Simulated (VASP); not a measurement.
# W (Im-3m) in VASP: notebook, part 2 of 2

VASP 6.6.1. The steps go on from the part before.

## 4. Single point, PBE

This run uses another cell than the first one, of 16.80 Å³/atom, 1.039 times its volume.

The input, INCAR:

```
SYSTEM = W
PREC     = Accurate       ! precision mode
ENCUT    = 520            ! plane-wave cutoff, eV
EDIFF    = 1E-6           ! SCF threshold, eV
ISMEAR   = -1             ! smearing method
SIGMA    = 0.05           ! smearing width, eV
LREAL    = .False.        ! projectors in reciprocal space
LASPH    = .True.         ! aspherical terms in the spheres
NELM     = 80             ! most SCF steps
ALGO     = Normal         ! electronic algorithm
ISIF     = 2              ! what is computed and relaxed
LWAVE    = .False.        ! write WAVECAR
LCHARG   = .True.         ! write CHGCAR
GGA      = PE             ! functional
LELF     = .True.         ! ELF
LVHAR    = .True.       
NBANDS   = 13             ! bands
```

The input, KPOINTS:

```
regular mesh
0
Gamma
  13 13 13
  0 0 0
```

The input, POSCAR:

```
W
1.0
   -1.6133741534      1.6133741534      1.6133741534
    1.6133741534     -1.6133741534      1.6133741534
    1.6133741534      1.6133741534     -1.6133741534
W
1
Direct
    0.0000000000      0.0000000000      0.0000000000
```

Potentials or basis: VASP PAW PBE potentials, release 64 (W_sv).

Command:

```sh
cat potpaw_PBE.64/W_sv/POTCAR > POTCAR
mpirun -np 1 vasp_std > vasp.out
```

OUTCAR:

```text
SYSTEM = W
   PREC = Accurate
   ENCUT = 520
   EDIFF = 1E-6
   ISMEAR = -1
   LREAL = .False.
   LASPH = .True.
   NELM = 80
   ISIF = 2
   GGA = PE

 ion  position               nearest neighbor table
   1  0.000  0.000  0.000-

  LATTYP: Found a body centered cubic cell.
 ALAT       =     3.2267483068

  Lattice vectors:

 A1 = (  -1.6133741534,   1.6133741534,   1.6133741534)
 A2 = (   1.6133741534,  -1.6133741534,   1.6133741534)
 A3 = (   1.6133741534,   1.6133741534,  -1.6133741534)

Analysis of symmetry for initial positions (statically):
=====================================================================
 Subroutine PRICEL returns:
 Original cell was already a primitive cell.

 Routine SETGRP: Setting up the symmetry group for a
 body centered cubic supercell.

 Subroutine GETGRP returns: Found 48 space group operations
 (whereof 48 operations were pure point group operations)
 out of a pool of 48 trial point group operations.

The static configuration has the point symmetry O_h .

Analysis of symmetry for dynamics (positions and initial velocities):
=====================================================================
 Subroutine PRICEL returns:
 Original cell was already a primitive cell.

 Routine SETGRP: Setting up the symmetry group for a
 body centered cubic supercell.

 Subroutine GETGRP returns: Found 48 space group operations
 (whereof 48 operations were pure point group operations)
 out of a pool of 48 trial point group operations.

The dynamic configuration has the point symmetry O_h .

 Subroutine INISYM returns: Found 48 space group operations
 (whereof 48 operations are pure point group operations),
 and found     1 'primitive' translations

----------------------------------------------------------------------------------------

                                     Primitive cell

  volume of cell :      16.7983

  direct lattice vectors                    reciprocal lattice vectors
    -1.613374153  1.613374153  1.613374153     0.000000000  0.309909514  0.309909514
     1.613374153 -1.613374153  1.613374153     0.309909514  0.000000000  0.309909514
     1.613374153  1.613374153 -1.613374153     0.309909514  0.309909514  0.000000000

  length of vectors
     2.794446005  2.794446005  2.794446005     0.438278238  0.438278238  0.438278238

  position of ions in fractional coordinates (direct lattice)
     0.000000000  0.000000000  0.000000000

  ion indices of the primitive-cell ions
   primitive index   ion index
                 1           1

----------------------------------------------------------------------------------------

 KPOINTS: regular mesh

Automatic generation of k-mesh.
 Grid dimensions read from file:
 generate k-points for:   13   13   13

 Generating k-lattice:

  Cartesian coordinates                     Fractional coordinates (reciprocal lattice)
     0.000000000  0.023839193  0.023839193     0.076923077  0.000000000  0.000000000
     0.023839193  0.000000000  0.023839193     0.000000000  0.076923077  0.000000000
     0.023839193  0.023839193  0.000000000     0.000000000  0.000000000  0.076923077

  Length of vectors
     0.033713711  0.033713711  0.033713711

  Shift w.r.t. Gamma in fractional coordinates (k-lattice)
     0.000000000  0.000000000  0.000000000

 Subroutine IBZKPT returns following result:
 ===========================================

 Found     84 irreducible k-points:

 Following reciprocal coordinates:
            Coordinates               Weight
  0.000000  0.000000  0.000000      1.000000
  0.076923  0.000000  0.000000     12.000000
  0.153846  0.000000  0.000000     12.000000
  0.230769  0.000000  0.000000     12.000000
  0.307692  0.000000  0.000000     12.000000
  0.384615  0.000000  0.000000     12.000000
[... 16 lines left out ...]
  0.153846  0.076923  0.076923     24.000000
  0.230769  0.076923  0.076923     24.000000
 [... further k-points ...]
   k-points           NKPTS =     84   k-points in BZ     NKDIM =     84   number of bands    NBANDS=     13
   number of dos      NEDOS =    301   number of ions     NIONS =      1
   total plane-waves  NPLWV =  13824
   dimension x,y,z NGX =    24 NGY =   24 NGZ =   24
   dimension x,y,z NGXF=    48 NGYF=   48 NGZF=   48
   ions per type =               1
   NGX,Y,Z   is equivalent  to a cutoff of  14.28, 14.28, 14.28 a.u.
   NGXF,Y,Z  is equivalent  to a cutoff of  28.56, 28.56, 28.56 a.u.
 SYSTEM =  W
   PREC   = accura    normal or accurate (medium, high low for compatibility)
   ISTART =      0    job   : 0-new  1-cont  2-samecut
   ICHARG =      2    charge: 1-file 2-atom 10-const
   ISPIN  =      1    spin polarized calculation?
   LNONCOLLINEAR =      F non collinear calculations
   LSORBIT =      F    spin-orbit coupling
   LASPH  =      T    aspherical Exc in radial PAW
   ENCUT  =  520.0 eV  38.22 Ry    6.18 a.u.   5.20  5.20  5.20*2*pi/ulx,y,z
   NELM   =     80;   NELMIN=  2; NELMDL= -5     # of ELM steps
   EDIFF  = 0.1E-05   stopping-criterion for ELM
   LREAL  =      F    real-space projection
   EDIFFG = 0.1E-04   stopping-criterion for IOM
   NSW    =      0    number of steps for IOM
   IBRION =     -1    ionic relax: 0-MD 1-quasi-New 2-CG
   NFREE  =      0    steps in history (QN), initial steepest desc. (CG)
   ISIF   =      2    stress and relaxation
   ISYM   =      2    0-nonsym 1-usesym 2-fastsym
   POTIM  = 0.5000    time-step for ionic-motion
   TEBEG  =    0.0;   TEEND  =   0.0 temperature during run
   PSTRESS=    0.0 pullay stress
   NELECT =      14.0000    total number of electrons
   NUPDOWN=      -1.0000    fix difference up-down
   EMIN   =  10.00;   EMAX   =-10.00  energy-range for DOS
   EFERMI =   0.00;   METHOD = LEGACY
   ISMEAR =    -1;   SIGMA  =   0.05  broadening in eV -4-tet -1-fermi 0-gaus
   EFERMI_NEDOS =   21; number of points for ismear=-14 and -15
   IALGO  =     38    algorithm
   IMIX   =      4    mixing-type and parameters
     AMIX     =   0.40;   BMIX     =  1.00
     AMIX_MAG =   1.60;   BMIX_MAG =  1.00
  volume/ion in A,a.u.               =      16.80       113.36
  Fermi-wavevector in a.u.,A,eV,Ry     =   1.540621  2.911351 32.293596  2.373512
  Thomas-Fermi vector in A             =   2.646682
   LORBIT       =      0    0 simple, 1 ext, 2 COOP (PROOUT), +10 PAW based schemes
   GGA     = PE    functional components
   LHFCALC =     F    Hartree Fock is set to
   AEXX    =    0.0000 exact exchange contribution
   IVDW    =     0    specifies the selected vdW correction
   LEPSILON=     F    determine dielectric tensor
   LRPA    =     F    only Hartree local field effects (RPA)
 non-spin polarized calculation
  energy-cutoff  :      520.00
  volume of cell :       16.80
 maximum number of plane-waves:       466
 NGX is ok and might be reduce to    24
   NGX = 11   NGY = 11   NGZ = 11

 number of electron      13.9999999 magnetization

 Free energy of the ion-electron system (eV)
  ---------------------------------------------------
  ext. energy  EPLUGINS =         0.00000000
  ---------------------------------------------------
  free energy    TOTEN  =       -12.94583445 eV

  energy without entropy =      -12.94366601  energy(sigma->0) =      -12.94475023

 E-fermi :  10.6321     XC(G=0): -13.3144

 val. band max:       10.5155898563   @ k =  -0.3077   0.3077   0.2308
 cond. band min:      10.6543460747   @ k =   0.4615   0.0769   0.0000
 fundamental gap:      0.1387562184
 Fermi energy:        10.6320787191

 k-point     1 :       0.0000    0.0000    0.0000
  band No.  band energies     occupation
      1     -63.6377      2.00000
      2     -27.2774      2.00000
      3     -27.2774      2.00000
      4     -27.2774      2.00000
      5       1.3093      2.00000
      6       9.4875      2.00000
      7       9.4875      2.00000
      8       9.4875      2.00000
      9      12.7476      0.00000
     10      12.7476      0.00000
     11      25.0032      0.00000
     12      25.0032      0.00000
     13      25.0032      0.00000

 k-point     2 :       0.0769    0.0000    0.0000
  band No.  band energies     occupation
      1     -63.6318      2.00000
      2     -27.3424      2.00000
      3     -27.2980      2.00000
      4     -27.2776      2.00000
      5       1.5752      2.00000
      6       9.3299      2.00000
      7       9.4484      2.00000
      8       9.7430      2.00000
      9      12.5111      0.00000
     10      12.7511      0.00000
     11      25.2181      0.00000
[... 339 lines left out ...]
 k-point    24 :       0.2308    0.0769    0.0769
  band No.  band energies     occupation
      1     -63.5631      2.00000
      2     -28.0368      2.00000
      3     -27.5122      2.00000
      4     -27.3344      2.00000
      5       4.7816      2.00000
      6       7.7797      2.00000
      7       8.3503      2.00000
      8      12.5177      0.00000
      9      13.1132      0.00000
     10      14.3053      0.00000
     11      24.4778      0.00000
     12      24.5943      0.00000
     13      28.1787      0.00000

 [... further k-points ...]
[... 5 lines left out ...]
  --------------------------------------------------------------------------------------
  -------------------------------------------------------------------------------------
  Total       -1.1686106     -1.1686106     -1.1686106     -0.0000000      0.0000000      0.0000000
  in kB     -111.4589922   -111.4589922   -111.4589922     -0.0000000      0.0000000      0.0000000
  external PRESSURE =    -111.4589922 kB  Pullay stress =       0.0000000 kB

 VOLUME and BASIS-vectors are now :
 -----------------------------------------------------------------------------
  energy-cutoff  :      520.00
  volume of cell :       16.80
      direct lattice vectors                 reciprocal lattice vectors
    -1.613374153  1.613374153  1.613374153     0.000000000  0.309909514  0.309909514
     1.613374153 -1.613374153  1.613374153     0.309909514  0.000000000  0.309909514
     1.613374153  1.613374153 -1.613374153     0.309909514  0.309909514  0.000000000

 POSITION                                       TOTAL-FORCE (eV/Angst)
 -----------------------------------------------------------------------------------
      0.00000      0.00000      0.00000        -0.000000      0.000000     -0.000000
 -----------------------------------------------------------------------------------
    total drift:                                0.000000      0.000000      0.000000

  FREE ENERGIE OF THE ION-ELECTRON SYSTEM (eV)
  ---------------------------------------------------
  free  energy   TOTEN  =       -12.9458344503 eV

  energy  without entropy=      -12.9436660133  energy(sigma->0) =      -12.94475023
```

Run time: 14 s. Hardware: 1 thread of Intel Xeon Platinum 8488C (Sapphire Rapids), shared host; peak memory 0.15 GiB.

Results:

| Quantity | Value |
| --- | --- |
| Free energy | -12.9458 eV |
| Pressure | -11.1 GPa |
| Band gap on the k mesh | zero (band 7 reaches 14.79 eV, above the bottom of band 8 at 9.49 eV) |

Caveat: spin-orbit coupling is left out, which moves the levels of the heavy elements.

## 5. Overview

| cell | gap on the mesh (eV) | pressure (GPa) |
| --- | --- | --- |
| a = 2.759 Å, angles 109.5°, 1 atom | none | -0.4 |
| a = 2.777 Å, angles 109.5°, 1 atom | none | -6.0 |
| a = 2.794 Å, angles 109.5°, 1 atom | none | -11.1 |

Alike in all rows: task single point; level PBE; potentials or basis VASP PAW PBE potentials, release 64 (W_sv); no spin polarisation; k mesh 13 × 13 × 13; cutoff (eV) 520; smearing fermi-dirac 0.05 eV.

Caveats: spin-orbit coupling is left out, which moves the levels of the heavy elements.

Absolute energies hang on the potentials; compare differences alone.
